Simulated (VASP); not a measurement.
A run of VASP 6.6.1:

INCAR

```
SYSTEM = Ta
  PREC = Accurate
  ENCUT = 520
  EDIFF = 1E-6
  ISMEAR = -1
  SIGMA = 0.08
  LREAL = .False.
  LASPH = .True.
  NELM = 100
  ALGO = Normal
  ISIF = 2
  LWAVE = .False.
  LCHARG = .True.
  LDIPOL = .True.
  IDIPOL = 3
  DIPOL = 0.5 0.5 0.500
  GGA = PE
  LELF = .True.
  LVHAR = .True.
  LVACPOTAV = .True.
  NBANDS = 42
```

KPOINTS

```
Automatic mesh
0
Gamma
  12 12 1
  0 0 0
```

POSCAR

```
Ta
1.0
    3.3195547167      0.0000000000      0.0000000000
    0.0000000000      3.3195547167      0.0000000000
    0.0000000000      0.0000000000     24.2989000000
Ta
6
Direct
    0.2500000000      0.2500000000      0.3367527524
    0.7500000000      0.7500000000      0.3967757330
    0.2500000000      0.2500000000      0.4643958235
    0.7500000000      0.7500000000      0.5356042204
    0.2500000000      0.2500000000      0.6032242507
    0.7500000000      0.7500000000      0.6632472199
```

Potentials or basis: VASP PAW PBE potentials, release 64 (Ta_pv).

Command:

```console
$ cat potpaw_PBE.64/Ta_pv/POTCAR > POTCAR
$ mpirun -np 1 vasp_std > vasp.out
```

Hardware: 1 thread of AMD EPYC 9R45 96-Core Processor (Zen 5), on a shared host.

Task: Estimate the wall time of this run.

Result: Run time: 6.2 min on 1 thread of AMD EPYC 9R45 96-Core Processor (Zen 5), with other jobs on the host, peak memory 0.49 GiB. Counts: scf iterations 27, k points 28.
